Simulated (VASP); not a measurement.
# WC (P-6m2) in VASP: notebook

Runs on WC. Level: PBE. Tasks: single point.

Everything below comes from runs of VASP 6.6.1. Logs are shortened: lines on timing, memory, paths and dates and some standing lists are left out, and cuts for length are marked.

**1. The cell of the first run**

The structure is hexagonal, space group P-6m2 (No. 187). Conventional cell: a = 2.901 Å, b = 2.901 Å, c = 2.744 Å, α = 90.00°, β = 90.00°, γ = 120.00°. W (site symmetry -6m2) has 6 C at 2.16 Å and 2 W at 2.74 Å within 2.9 Å. C (site symmetry -6m2) has 6 W at 2.16 Å and 2 C at 2.74 Å within 2.9 Å.

**2. Single point, PBE (zz strain of -3 %)**

INCAR reads:

```
PREC = Accurate ; ENCUT = 520
EDIFF = 1E-6 ; ISMEAR = -1
SIGMA = 0.05 ; LREAL = False
LASPH = True ; NELM = 100
ALGO = Normal ; ISIF = 2
LWAVE = False ; LCHARG = False
GGA = PE ; NBANDS = 16
```

KPOINTS reads:

```
Automatic mesh
0
Gamma
  13 13 12
```

POSCAR reads:

```
WC
1.0
    2.9005014360      0.0000000000      0.0000000000
   -1.4502507180      2.5119079273      0.0000000000
    0.0000000000      0.0000000000      2.7441300000
W C
1 1
Direct
    0.0000000000      0.0000000000      0.0000000000
    0.6666666667      0.3333333333      0.5000000000
```

Potentials or basis: VASP PAW PBE potentials, release 64 (W_sv, C).

Run with:

```console
$ cat potpaw_PBE.64/W_sv/POTCAR potpaw_PBE.64/C/POTCAR > POTCAR
$ mpirun -np 1 vasp_std > vasp.out
```

OUTCAR:

```text
PREC = Accurate
   ENCUT = 520
   EDIFF = 1E-6
   ISMEAR = -1
   LREAL = False
   LASPH = True
   NELM = 100
   ISIF = 2
   GGA = PE

 ion  position               nearest neighbor table
   1  0.000  0.000  0.000-   2 2.16   2 2.16   2 2.16   2 2.16   2 2.16   2 2.16
   2  0.667  0.333  0.500-   1 2.16   1 2.16   1 2.16   1 2.16   1 2.16   1 2.16

  LATTYP: Found a hexagonal cell.
 ALAT       =     2.9005014360
 C/A-ratio  =     0.9460881370

  Lattice vectors:

 A1 = (   2.9005014360,   0.0000000000,   0.0000000000)
 A2 = (  -1.4502507180,   2.5119079273,   0.0000000000)
 A3 = (   0.0000000000,   0.0000000000,   2.7441300000)

Analysis of symmetry for initial positions (statically):
=====================================================================
 Subroutine PRICEL returns:
 Original cell was already a primitive cell.

 Routine SETGRP: Setting up the symmetry group for a
 hexagonal supercell.

 Subroutine GETGRP returns: Found 12 space group operations
 (whereof 12 operations were pure point group operations)
 out of a pool of 24 trial point group operations.

The static configuration has the point symmetry D_3h.

Analysis of symmetry for dynamics (positions and initial velocities):
=====================================================================
 Subroutine PRICEL returns:
 Original cell was already a primitive cell.

 Routine SETGRP: Setting up the symmetry group for a
 hexagonal supercell.

 Subroutine GETGRP returns: Found 12 space group operations
 (whereof 12 operations were pure point group operations)
 out of a pool of 24 trial point group operations.

The dynamic configuration has the point symmetry D_3h.

 Subroutine INISYM returns: Found 12 space group operations
 (whereof 12 operations are pure point group operations),
 and found     1 'primitive' translations

----------------------------------------------------------------------------------------

                                     Primitive cell

  volume of cell :      19.9932

  direct lattice vectors                    reciprocal lattice vectors
     2.900501436  0.000000000  0.000000000     0.344767973  0.199051882  0.000000000
    -1.450250718  2.511907927  0.000000000     0.000000000  0.398103764  0.000000000
     0.000000000  0.000000000  2.744130000     0.000000000  0.000000000  0.364414222

  length of vectors
     2.900501436  2.900501436  2.744130000     0.398103764  0.398103764  0.364414222

  position of ions in fractional coordinates (direct lattice)
     0.000000000  0.000000000  0.000000000
     0.666666667  0.333333333  0.500000000

  ion indices of the primitive-cell ions
   primitive index   ion index
                 1           1
                 2           2

----------------------------------------------------------------------------------------

 KPOINTS: Automatic mesh

Automatic generation of k-mesh.
 Grid dimensions read from file:
 generate k-points for:   13   13   12

 Generating k-lattice:

  Cartesian coordinates                     Fractional coordinates (reciprocal lattice)
     0.026520613  0.015311683  0.000000000     0.076923077  0.000000000  0.000000000
     0.000000000  0.030623366  0.000000000     0.000000000  0.076923077  0.000000000
     0.000000000  0.000000000  0.030367852     0.000000000  0.000000000  0.083333333

  Length of vectors
     0.030623366  0.030623366  0.030367852

  Shift w.r.t. Gamma in fractional coordinates (k-lattice)
     0.000000000  0.000000000  0.000000000

 Subroutine IBZKPT returns following result:
 ===========================================

 Found    147 irreducible k-points:

 Following reciprocal coordinates:
            Coordinates               Weight
  0.000000  0.000000  0.000000      1.000000
  0.076923  0.000000  0.000000      6.000000
  0.153846  0.000000  0.000000      6.000000
  0.230769  0.000000  0.000000      6.000000
  0.307692  0.000000  0.000000      6.000000
  0.384615  0.000000  0.000000      6.000000
[... 16 lines left out ...]
  0.076923  0.000000  0.083333     12.000000
  0.153846  0.000000  0.083333     12.000000
 [... further k-points ...]
   k-points           NKPTS =    147   k-points in BZ     NKDIM =    147   number of bands    NBANDS=     16
   number of dos      NEDOS =    301   number of ions     NIONS =      2
   total plane-waves  NPLWV =  11520
   dimension x,y,z NGX =    24 NGY =   24 NGZ =   20
   dimension x,y,z NGXF=    48 NGYF=   48 NGZF=   40
   ions per type =               1   1
   NGX,Y,Z   is equivalent  to a cutoff of  13.76, 13.76, 12.12 a.u.
   NGXF,Y,Z  is equivalent  to a cutoff of  27.51, 27.51, 24.23 a.u.
 SYSTEM =  unknown system
   PREC   = accura    normal or accurate (medium, high low for compatibility)
   ISTART =      0    job   : 0-new  1-cont  2-samecut
   ICHARG =      2    charge: 1-file 2-atom 10-const
   ISPIN  =      1    spin polarized calculation?
   LNONCOLLINEAR =      F non collinear calculations
   LSORBIT =      F    spin-orbit coupling
   LASPH  =      T    aspherical Exc in radial PAW
   ENCUT  =  520.0 eV  38.22 Ry    6.18 a.u.   5.39  5.39  5.10*2*pi/ulx,y,z
   NELM   =    100;   NELMIN=  2; NELMDL= -5     # of ELM steps
   EDIFF  = 0.1E-05   stopping-criterion for ELM
   LREAL  =      F    real-space projection
   EDIFFG = 0.1E-04   stopping-criterion for IOM
   NSW    =      0    number of steps for IOM
   IBRION =     -1    ionic relax: 0-MD 1-quasi-New 2-CG
   NFREE  =      0    steps in history (QN), initial steepest desc. (CG)
   ISIF   =      2    stress and relaxation
   ISYM   =      2    0-nonsym 1-usesym 2-fastsym
   POTIM  = 0.5000    time-step for ionic-motion
   TEBEG  =    0.0;   TEEND  =   0.0 temperature during run
   PSTRESS=    0.0 pullay stress
   NELECT =      18.0000    total number of electrons
   NUPDOWN=      -1.0000    fix difference up-down
   EMIN   =  10.00;   EMAX   =-10.00  energy-range for DOS
   EFERMI =   0.00;   METHOD = LEGACY
   ISMEAR =    -1;   SIGMA  =   0.05  broadening in eV -4-tet -1-fermi 0-gaus
   EFERMI_NEDOS =   21; number of points for ismear=-14 and -15
   IALGO  =     38    algorithm
   IMIX   =      4    mixing-type and parameters
     AMIX     =   0.40;   BMIX     =  1.00
     AMIX_MAG =   1.60;   BMIX_MAG =  1.00
  volume/ion in A,a.u.               =      10.00        67.46
  Fermi-wavevector in a.u.,A,eV,Ry     =   1.580781  2.987244 33.999191  2.498870
  Thomas-Fermi vector in A             =   2.680957
   LORBIT       =      0    0 simple, 1 ext, 2 COOP (PROOUT), +10 PAW based schemes
   GGA     = PE    functional components
   LHFCALC =     F    Hartree Fock is set to
   AEXX    =    0.0000 exact exchange contribution
   IVDW    =     0    specifies the selected vdW correction
   LEPSILON=     F    determine dielectric tensor
   LRPA    =     F    only Hartree local field effects (RPA)
 non-spin polarized calculation
  energy-cutoff  :      520.00
  volume of cell :       19.99
 maximum number of plane-waves:       556
 NGX is ok and might be reduce to    24
   NGX = 11   NGY = 11   NGZ = 11

 number of electron      18.0000003 magnetization

 Free energy of the ion-electron system (eV)
  ---------------------------------------------------
  ext. energy  EPLUGINS =         0.00000000
  ---------------------------------------------------
  free energy    TOTEN  =       -22.33475139 eV

  energy without entropy =      -22.33253019  energy(sigma->0) =      -22.33364079

 E-fermi :  11.6487     XC(G=0): -13.9999

 val. band max:       11.6316221845   @ k =   0.0769   0.0769   0.5000
 cond. band min:      11.6733602461   @ k =   0.0769   0.0769   0.3333
 fundamental gap:      0.0417380615
 Fermi energy:        11.6487003654

 k-point     1 :       0.0000    0.0000    0.0000
  band No.  band energies     occupation
      1     -62.2882      2.00000
      2     -26.2021      2.00000
      3     -26.2021      2.00000
      4     -26.1853      2.00000
      5      -3.1289      2.00000
      6       7.1200      2.00000
[... 8 lines left out ...]
     15      26.5665      0.00000
     16      28.4989      0.00000

 k-point     2 :       0.0769    0.0000    0.0000
  band No.  band energies     occupation
      1     -62.2848      2.00000
      2     -26.2540      2.00000
      3     -26.2138      2.00000
      4     -26.1789      2.00000
      5      -2.9686      2.00000
      6       7.1150      2.00000
[... 8 lines left out ...]
     15      26.1518      0.00000
     16      28.8312      0.00000

 k-point     3 :       0.1538    0.0000    0.0000
  band No.  band energies     occupation
      1     -62.2751      2.00000
      2     -26.3959      2.00000
      3     -26.2460      2.00000
      4     -26.1609      2.00000
      5      -2.5128      2.00000
      6       6.6888      2.00000
[... 8 lines left out ...]
     15      25.7143      0.00000
     16      29.7533      0.00000

 k-point     4 :       0.2308    0.0000    0.0000
  band No.  band energies     occupation
      1     -62.2614      2.00000
      2     -26.5909      2.00000
      3     -26.2911      2.00000
      4     -26.1356      2.00000
      5      -1.8337      2.00000
      6       5.9385      2.00000
[... 8 lines left out ...]
     15      25.7753      0.00000
     16      30.6502      0.00000
[... 324 lines left out ...]
 k-point    22 :       0.0000    0.0000    0.0833
  band No.  band energies     occupation
      1     -62.2841      2.00000
      2     -26.2569      2.00000
      3     -26.1957      2.00000
      4     -26.1957      2.00000
      5      -2.9426      2.00000
      6       7.0897      2.00000
[... 8 lines left out ...]
     15      26.9910      0.00000
     16      28.5408      0.00000

 k-point    23 :       0.0769    0.0000    0.0833
  band No.  band energies     occupation
      1     -62.2807      2.00000
      2     -26.2543      2.00000
      3     -26.2432      2.00000
      4     -26.2073      2.00000
      5      -2.7862      2.00000
      6       7.1255      2.00000
[... 8 lines left out ...]
     15      26.3155      0.00000
     16      28.8288      0.00000

 k-point    24 :       0.1538    0.0000    0.0833
  band No.  band energies     occupation
      1     -62.2710      2.00000
      2     -26.3891      2.00000
      3     -26.2394      2.00000
      4     -26.2308      2.00000
      5      -2.3428      2.00000
      6       6.7841      2.00000
[... 8 lines left out ...]
     15      25.6079      0.00000
     16      29.6509      0.00000

 [... further k-points ...]

------------------------ aborting loop because EDIFF is reached ----------------------------------------

  FORCE on cell =-STRESS in cart. coord.  units (eV):
  Direction    XX          YY          ZZ          XY          YZ          ZX
  --------------------------------------------------------------------------------------
  -------------------------------------------------------------------------------------
  Total        1.9826198      1.9826198      5.4380188      0.0000000      0.0000000      0.0000000
  in kB      158.8797452    158.8797452    435.7825145      0.0000000      0.0000000      0.0000000
  external PRESSURE =     251.1806683 kB  Pullay stress =       0.0000000 kB

 VOLUME and BASIS-vectors are now :
 -----------------------------------------------------------------------------
  energy-cutoff  :      520.00
  volume of cell :       19.99
      direct lattice vectors                 reciprocal lattice vectors
     2.900501436  0.000000000  0.000000000     0.344767973  0.199051882  0.000000000
    -1.450250718  2.511907927  0.000000000     0.000000000  0.398103764  0.000000000
     0.000000000  0.000000000  2.744130000     0.000000000  0.000000000  0.364414222

 POSITION                                       TOTAL-FORCE (eV/Angst)
 -----------------------------------------------------------------------------------
      0.00000      0.00000      0.00000         0.000000      0.000000      0.000000
      1.45025      0.83730      1.37207        -0.000000      0.000000      0.000000
 -----------------------------------------------------------------------------------
    total drift:                               -0.000000      0.000000      0.000000

  FREE ENERGIE OF THE ION-ELECTRON SYSTEM (eV)
  ---------------------------------------------------
  free  energy   TOTEN  =       -22.3347513924 eV

  energy  without entropy=      -22.3325301893  energy(sigma->0) =      -22.33364079
```

Run time: 20 s. Hardware: 1 thread of Intel Xeon Platinum 8259CL at 2.50GHz (Skylake/Cascade Lake), shared host; peak memory 0.17 GiB.

Results:

- Free energy: -22.3348 eV
- Pressure: 25.1 GPa
- Band gap on the k mesh: zero (band 9 reaches 12.23 eV, above the bottom of band 10 at 11.02 eV)

Caveat: the cell differs from its parent crystal (zz strain of -3 %); spin-orbit coupling is left out, which moves the levels of the heavy elements.

**3. Single point, PBE (zz strain of -2 %)**

INCAR reads:

```
SYSTEM = WC
  PREC = Accurate
  ENCUT = 520
  EDIFF = 1E-6
  ISMEAR = -1
  SIGMA = 0.05
  LREAL = .False.
  LASPH = .True.
  NELM = 80
  ALGO = Normal
  ISIF = 2
  LWAVE = .False.
  LCHARG = .False.
  GGA = PE
  NBANDS = 16
```

KPOINTS reads:

```
Automatic mesh
0
Gamma
  13 13 12
  0 0 0
```

POSCAR: that of step 2 with these lines changed.

```diff
@@ -4,3 +4,3 @@
    -1.4502507180      2.5119079273      0.0000000000
-    0.0000000000      0.0000000000      2.7441300000
+    0.0000000000      0.0000000000      2.7724200000
 W C
```

Potentials or basis: VASP PAW PBE potentials, release 64 (W_sv, C).

Run with:

```console
$ cat potpaw_PBE.64/W_sv/POTCAR potpaw_PBE.64/C/POTCAR > POTCAR
$ mpirun -np 1 vasp_std > vasp.out
```

Run time: 22 s. Hardware: 1 thread of Intel Xeon Platinum 8259CL at 2.50GHz (Skylake/Cascade Lake), shared host; peak memory 0.17 GiB.

Results (log left out):

```yaml
Free_energy: -22.3832 eV
Pressure: 19.6 GPa
Band_gap_on_the_k_mesh: zero (band 9 reaches 12.13 eV, above the bottom of band 10 at 10.88 eV)
```

Stress tensor (GPa, compression positive):
```
13.57  0.00  0.00
 0.00 13.57  0.00
 0.00  0.00 31.57
```

Levels at points of the mesh, in eV from the Fermi level:
```csv
k point,band 6,band 7,band 8,band 9,band 10,band 11,band 12,band 13
"(0.00, 0.00, 0.00)",-4.47,-3.62,-3.62,0.28,3.40,3.40,5.85,5.85
"(0.00, 0.00, 0.50)",-8.81,-2.31,-2.31,-0.62,-0.62,4.14,4.46,4.46
```

Caveat: the cell differs from its parent crystal (zz strain of -2 %); spin-orbit coupling is left out, which moves the levels of the heavy elements.
